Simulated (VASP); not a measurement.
# HfBe2 (P6/mmm) in VASP: further runs

HfBe2 is run at these levels: LDA; tasks: single point.

Program: VASP 6.6.1. These are calculated values, not measurements. Logs are shortened: lines on timing, memory, paths and dates and some standing lists are left out, and cuts for length are marked.

### Step 1. The cell of the first run

It takes space group P6/mmm (No. 191, hexagonal). The conventional cell has a = 3.780 Å, b = 3.780 Å, c = 3.170 Å, α = 90.00°, β = 90.00°, γ = 120.00°. Hf (site symmetry 6/mmm) has 12 Be at 2.70 Å and 2 Hf at 3.17 Å within 3.6 Å. Be (site symmetry -6m2) has 3 Be at 2.18 Å and 6 Hf at 2.70 Å within 2.9 Å.

### Step 2. Single point, LDA

INCAR

```
SYSTEM = HfBe2
ALGO = Normal
EDIFF = 1E-7
ENCUT = 520
GGA = CA
ISIF = 2
ISMEAR = 0
LASPH = .True.
LCHARG = .False.
LREAL = .False.
LWAVE = .False.
NBANDS = 14
NELM = 60
PREC = Accurate
SIGMA = 0.3
```

KPOINTS

```
k-points
0
Gamma
  8 8 8
  0 0 0
```

POSCAR

```
HfBe2
1.0
    3.7795013300      0.0000000000      0.0000000000
   -1.8897506700      3.2731441700      0.0000000000
    0.0000000000      0.0000000000      3.1699582000
Hf Be
1 2
Direct
    0.0000000000      0.0000000000      0.0000000000
    0.3333333299      0.6666666687      0.5000000000
    0.6666666685      0.3333333282      0.5000000000
```

Potentials or basis: VASP PAW LDA potentials, release 64 (Hf_pv, Be).

Launch:

```console
> cat potpaw_LDA.64/Hf_pv/POTCAR potpaw_LDA.64/Be/POTCAR > POTCAR
> mpirun -np 1 vasp_std > vasp.out
```

OUTCAR:

```text
SYSTEM = HfBe2
   EDIFF = 1E-7
   ENCUT = 520
   GGA = CA
   ISIF = 2
   ISMEAR = 0
   LASPH = .True.
   LREAL = .False.
   NELM = 60
   PREC = Accurate

 ion  position               nearest neighbor table
   1  0.000  0.000  0.000-   3 2.70   3 2.70   2 2.70   2 2.70   3 2.70   3 2.70   2 2.70   2 2.70
                             2 2.70   2 2.70   3 2.70   3 2.70
   2  0.333  0.667  0.500-   3 2.18   3 2.18   3 2.18   1 2.70   1 2.70   1 2.70   1 2.70   1 2.70
                             1 2.70
   3  0.667  0.333  0.500-   2 2.18   2 2.18   2 2.18   1 2.70   1 2.70   1 2.70   1 2.70   1 2.70
                             1 2.70

  LATTYP: Found a hexagonal cell.
 ALAT       =     3.7795013300
 C/A-ratio  =     0.8387239276

  Lattice vectors:

 A1 = (   3.7795013300,   0.0000000000,   0.0000000000)
 A2 = (  -1.8897506700,   3.2731441700,   0.0000000000)
 A3 = (   0.0000000000,   0.0000000000,   3.1699582000)

Analysis of symmetry for initial positions (statically):
=====================================================================
 Subroutine PRICEL returns:
 Original cell was already a primitive cell.

 Routine SETGRP: Setting up the symmetry group for a
 hexagonal supercell.

 Subroutine GETGRP returns: Found 24 space group operations
 (whereof 24 operations were pure point group operations)
 out of a pool of 24 trial point group operations.

The static configuration has the point symmetry D_6h.

Analysis of symmetry for dynamics (positions and initial velocities):
=====================================================================
 Subroutine PRICEL returns:
 Original cell was already a primitive cell.

 Routine SETGRP: Setting up the symmetry group for a
 hexagonal supercell.

 Subroutine GETGRP returns: Found 24 space group operations
 (whereof 24 operations were pure point group operations)
 out of a pool of 24 trial point group operations.

The dynamic configuration has the point symmetry D_6h.

 Subroutine INISYM returns: Found 24 space group operations
 (whereof 24 operations are pure point group operations),
 and found     1 'primitive' translations

----------------------------------------------------------------------------------------

                                     Primitive cell

  volume of cell :      39.2151

  direct lattice vectors                    reciprocal lattice vectors
     3.779501330  0.000000000  0.000000000     0.264585169  0.152758319  0.000000000
    -1.889750670  3.273144170  0.000000000     0.000000000  0.305516637  0.000000000
     0.000000000  0.000000000  3.169958200     0.000000000  0.000000000  0.315461573

  length of vectors
     3.779501330  3.779501336  3.169958200     0.305516638  0.305516637  0.315461573

  position of ions in fractional coordinates (direct lattice)
     0.000000000  0.000000000  0.000000000
     0.333333330  0.666666669  0.500000000
     0.666666668  0.333333328  0.500000000

  ion indices of the primitive-cell ions
   primitive index   ion index
                 1           1
                 2           2
                 3           3

----------------------------------------------------------------------------------------

 KPOINTS: k-points

Automatic generation of k-mesh.
 Grid dimensions read from file:
 generate k-points for:    8    8    8

 Generating k-lattice:

  Cartesian coordinates                     Fractional coordinates (reciprocal lattice)
     0.033073146  0.019094790  0.000000000     0.125000000 -0.000000000  0.000000000
     0.000000000  0.038189580  0.000000000     0.000000000  0.125000000  0.000000000
     0.000000000  0.000000000  0.039432697     0.000000000  0.000000000  0.125000000

  Length of vectors
     0.038189580  0.038189580  0.039432697

  Shift w.r.t. Gamma in fractional coordinates (k-lattice)
     0.000000000  0.000000000  0.000000000

 Subroutine IBZKPT returns following result:
 ===========================================

 Found     50 irreducible k-points:

 Following reciprocal coordinates:
            Coordinates               Weight
  0.000000  0.000000  0.000000      1.000000
  0.125000  0.000000  0.000000      6.000000
  0.250000  0.000000  0.000000      6.000000
  0.375000  0.000000  0.000000      6.000000
  0.500000  0.000000  0.000000      3.000000
  0.125000  0.125000  0.000000      6.000000
[... 16 lines left out ...]
  0.250000  0.000000  0.250000     12.000000
  0.375000  0.000000  0.250000     12.000000
 [... further k-points ...]
   k-points           NKPTS =     50   k-points in BZ     NKDIM =     50   number of bands    NBANDS=     14
   number of dos      NEDOS =    301   number of ions     NIONS =      3
   total plane-waves  NPLWV =  18816
   dimension x,y,z NGX =    28 NGY =   28 NGZ =   24
   dimension x,y,z NGXF=    56 NGYF=   56 NGZF=   48
   ions per type =               1   2
   NGX,Y,Z   is equivalent  to a cutoff of  12.32, 12.32, 12.59 a.u.
   NGXF,Y,Z  is equivalent  to a cutoff of  24.63, 24.63, 25.17 a.u.
 SYSTEM =  HfBe2
   PREC   = accura    normal or accurate (medium, high low for compatibility)
   ISTART =      0    job   : 0-new  1-cont  2-samecut
   ICHARG =      2    charge: 1-file 2-atom 10-const
   ISPIN  =      1    spin polarized calculation?
   LNONCOLLINEAR =      F non collinear calculations
   LSORBIT =      F    spin-orbit coupling
   LASPH  =      T    aspherical Exc in radial PAW
   ENCUT  =  520.0 eV  38.22 Ry    6.18 a.u.   7.03  7.03  5.89*2*pi/ulx,y,z
   NELM   =     60;   NELMIN=  2; NELMDL= -5     # of ELM steps
   EDIFF  = 0.1E-06   stopping-criterion for ELM
   LREAL  =      F    real-space projection
   EDIFFG = 0.1E-05   stopping-criterion for IOM
   NSW    =      0    number of steps for IOM
   IBRION =     -1    ionic relax: 0-MD 1-quasi-New 2-CG
   NFREE  =      0    steps in history (QN), initial steepest desc. (CG)
   ISIF   =      2    stress and relaxation
   ISYM   =      2    0-nonsym 1-usesym 2-fastsym
   POTIM  = 0.5000    time-step for ionic-motion
   TEBEG  =    0.0;   TEEND  =   0.0 temperature during run
   PSTRESS=    0.0 pullay stress
   NELECT =      14.0000    total number of electrons
   NUPDOWN=      -1.0000    fix difference up-down
   EMIN   =  10.00;   EMAX   =-10.00  energy-range for DOS
   EFERMI =   0.00;   METHOD = LEGACY
   ISMEAR =     0;   SIGMA  =   0.30  broadening in eV -4-tet -1-fermi 0-gaus
   EFERMI_NEDOS =   21; number of points for ismear=-14 and -15
   IALGO  =     38    algorithm
   IMIX   =      4    mixing-type and parameters
     AMIX     =   0.40;   BMIX     =  1.00
     AMIX_MAG =   1.60;   BMIX_MAG =  1.00
  volume/ion in A,a.u.               =      13.07        88.21
  Fermi-wavevector in a.u.,A,eV,Ry     =   1.161359  2.194650 18.350919  1.348754
  Thomas-Fermi vector in A             =   2.297932
   LORBIT       =      0    0 simple, 1 ext, 2 COOP (PROOUT), +10 PAW based schemes
   GGA     = CA    functional components
   LHFCALC =     F    Hartree Fock is set to
   AEXX    =    0.0000 exact exchange contribution
   IVDW    =     0    specifies the selected vdW correction
   LEPSILON=     F    determine dielectric tensor
   LRPA    =     F    only Hartree local field effects (RPA)
 non-spin polarized calculation
 Gauss-broadening in eV      SIGMA  =   0.30
  energy-cutoff  :      520.00
  volume of cell :       39.22
 maximum number of plane-waves:      1070
   NGX = 15   NGY = 15   NGZ = 11

 number of electron      13.9999998 magnetization

 Free energy of the ion-electron system (eV)
  ---------------------------------------------------
  ext. energy  EPLUGINS =         0.00000000
  ---------------------------------------------------
  free energy    TOTEN  =       -19.53808716 eV

  energy without entropy =      -19.45947776  energy(sigma->0) =      -19.49878246

 E-fermi :   4.3535     XC(G=0): -11.0162

 val. band max:        4.3025824451   @ k =   0.3750   0.0000   0.0000
 cond. band min:       4.3906895494   @ k =   0.3750   0.2500   0.2500
 fundamental gap:      0.0881071043
 Fermi energy:         4.3534758316

 k-point     1 :       0.0000    0.0000    0.0000
  band No.  band energies     occupation
      1     -25.4197      2.00000
      2     -25.4197      2.00000
      3     -25.1333      2.00000
      4      -3.5803      2.00000
      5       3.2998      2.00000
      6       3.2998      2.00000
      7       3.9061      1.96504
      8       8.1567      0.00000
      9       8.8395      0.00000
     10       8.8395      0.00000
     11      10.0696      0.00000
     12      10.0696      0.00000
     13      10.5514      0.00000
     14      12.6661      0.00000

 k-point     2 :       0.1250    0.0000    0.0000
  band No.  band energies     occupation
      1     -25.4373      2.00000
      2     -25.4242      2.00000
      3     -25.1313      2.00000
      4      -3.3432      2.00000
      5       2.9249      2.00000
      6       3.4526      1.99998
      7       3.9155      1.96104
      8       7.2827      0.00000
      9       8.7731      0.00000
     10       9.2707      0.00000
     11       9.5250      0.00000
     12       9.9732      0.00000
     13      11.2397      0.00000
     14      13.4145      0.00000

 k-point     3 :       0.2500    0.0000    0.0000
  band No.  band energies     occupation
      1     -25.4796      2.00000
      2     -25.4350      2.00000
      3     -25.1267      2.00000
      4      -2.6742      2.00000
      5       2.0741      2.00000
      6       3.8467      1.98311
      7       3.8503      1.98231
      8       6.4635      0.00000
      9       8.2937      0.00000
     10       8.6197      0.00000
     11       8.7121      0.00000
     12      11.3296      0.00000
     13      12.9244      0.00000
     14      14.2142      0.00000
[... 324 lines left out ...]
 k-point    23 :       0.2500    0.0000    0.2500
  band No.  band energies     occupation
      1     -25.4536      2.00000
      2     -25.4099      2.00000
      3     -25.3535      2.00000
      4      -1.6870      2.00000
      5       2.3760      2.00000
      6       3.5783      1.99974
      7       3.7841      1.99273
      8       4.9547      0.00459
      9       6.5773      0.00000
     10       8.9629      0.00000
     11      11.0931      0.00000
     12      11.3103      0.00000
     13      11.5967      0.00000
     14      13.3890      0.00000

 k-point    24 :       0.3750    0.0000    0.2500
  band No.  band energies     occupation
      1     -25.4941      2.00000
      2     -25.4200      2.00000
      3     -25.3478      2.00000
      4      -0.7909      2.00000
      5       1.2788      2.00000
      6       3.5060      1.99994
      7       4.0321      1.87026
      8       4.4505      0.64753
      9       7.5282      0.00000
     10       8.9005      0.00000
     11       9.9200      0.00000
     12      10.5854      0.00000
     13      12.9521      0.00000
     14      15.0174      0.00000

 [... further k-points ...]

------------------------ aborting loop because EDIFF is reached ----------------------------------------

  FORCE on cell =-STRESS in cart. coord.  units (eV):
  Direction    XX          YY          ZZ          XY          YZ          ZX
  --------------------------------------------------------------------------------------
  -------------------------------------------------------------------------------------
  Total       -1.2990499     -1.2990499     -1.5350965      0.0000000      0.0000000     -0.0000000
  in kB      -53.0741722    -53.0741723    -62.7181283      0.0000001      0.0000000     -0.0000000
  external PRESSURE =     -56.2888243 kB  Pullay stress =       0.0000000 kB

 VOLUME and BASIS-vectors are now :
 -----------------------------------------------------------------------------
  energy-cutoff  :      520.00
  volume of cell :       39.22
      direct lattice vectors                 reciprocal lattice vectors
     3.779501330  0.000000000  0.000000000     0.264585169  0.152758319  0.000000000
    -1.889750670  3.273144170  0.000000000     0.000000000  0.305516637  0.000000000
     0.000000000  0.000000000  3.169958200     0.000000000  0.000000000  0.315461573

 POSITION                                       TOTAL-FORCE (eV/Angst)
 -----------------------------------------------------------------------------------
      0.00000      0.00000      0.00000        -0.000000      0.000000      0.000000
     -0.00000      2.18210      1.58498        -0.000000      0.000000     -0.000000
      1.88975      1.09105      1.58498         0.000000     -0.000000      0.000000
 -----------------------------------------------------------------------------------
    total drift:                               -0.000000     -0.000000     -0.000000

  FREE ENERGIE OF THE ION-ELECTRON SYSTEM (eV)
  ---------------------------------------------------
  free  energy   TOTEN  =       -19.5380871605 eV

  energy  without entropy=      -19.4594777645  energy(sigma->0) =      -19.49878246
```

Wall time 8.3 s (1 thread of Intel Xeon 6975P-C (Granite Rapids), shared host); peak memory 0.15 GiB.

Results:

```
Free energy            : -19.5381 eV
Pressure               : -5.6 GPa
Band gap on the k mesh : zero (band 7 reaches 6.11 eV, above the bottom of band 8 at 3.65 eV)
```

Stress tensor (GPa, compression positive):
```
-5.31  0.00  0.00
 0.00 -5.31  0.00
 0.00  0.00 -6.27
```

Levels at points of the mesh, in eV from the Fermi level:
```csv
k point,band 3,band 4,band 5,band 6,band 7,band 8,band 9,band 10,band 11,band 12
"(0.00, 0.00, 0.00)",-29.49,-7.93,-1.05,-1.05,-0.45,3.80,4.49,4.49,5.72,5.72
"(0.50, 0.00, 0.00)",-29.47,-5.37,-3.96,-0.94,0.16,1.46,3.56,3.72,4.06,7.42
"(0.00, 0.00, 0.50)",-29.72,-4.78,-3.83,0.39,0.39,1.73,1.73,2.78,2.78,5.82
"(0.50, 0.00, 0.50)",-29.75,-4.13,-1.97,-1.77,-1.54,-0.62,4.38,4.73,6.93,7.87
```

Caveat: spin-orbit coupling is left out, which moves the levels of the heavy elements.

### Step 3. Single point, LDA

INCAR

```
PREC     = Accurate       # precision mode
ENCUT    = 520            # plane-wave cutoff, eV
EDIFF    = 1E-7           # SCF threshold, eV
ISMEAR   = 0              # smearing method
SIGMA    = 0.2            # smearing width, eV
LREAL    = F              # projectors in reciprocal space
LASPH    = T              # aspherical terms in the spheres
NELM     = 80             # most SCF steps
ALGO     = Normal         # electronic algorithm
ISIF     = 2              # what is computed and relaxed
LWAVE    = F              # write WAVECAR
LCHARG   = F              # write CHGCAR
GGA      = CA             # functional
NBANDS   = 14             # bands
```

KPOINTS

```
regular mesh
0
Gamma
  8 8 8
```

POSCAR is that of step 2.

Potentials or basis: VASP PAW LDA potentials, release 64 (Hf_pv, Be).

Launch:

```console
> cat potpaw_LDA.64/Hf_pv/POTCAR potpaw_LDA.64/Be/POTCAR > POTCAR
> mpirun -np 1 vasp_std > vasp.out
```

It took 8.5 s on 1 thread of Intel Xeon 6975P-C (Granite Rapids), shared host; peak memory 0.14 GiB.

Results (log left out):

- Free energy: -19.5164 eV
- Pressure: -5.7 GPa
- Band gap on the k mesh: zero (band 7 reaches 6.11 eV, above the bottom of band 8 at 3.64 eV)

Stress tensor (GPa, compression positive):
```
-5.22  0.00  0.00
 0.00 -5.22  0.00
 0.00  0.00 -6.58
```

Levels at points of the mesh, in eV from the Fermi level:
| k point | band 5 | band 6 | band 7 | band 8 | band 9 | band 10 |
| --- | --- | --- | --- | --- | --- | --- |
| (0.00, 0.00, 0.00) | -1.04 | -1.04 | -0.43 | 3.82 | 4.50 | 4.50 |
| (0.50, 0.00, 0.00) | -3.95 | -0.92 | 0.18 | 1.47 | 3.57 | 3.74 |
| (0.00, 0.00, 0.50) | -3.81 | 0.41 | 0.41 | 1.74 | 1.74 | 2.80 |
| (0.50, 0.00, 0.50) | -1.95 | -1.75 | -1.52 | -0.60 | 4.39 | 4.74 |

Caveat: spin-orbit coupling is left out, which moves the levels of the heavy elements.

[end of part 1 of 2]
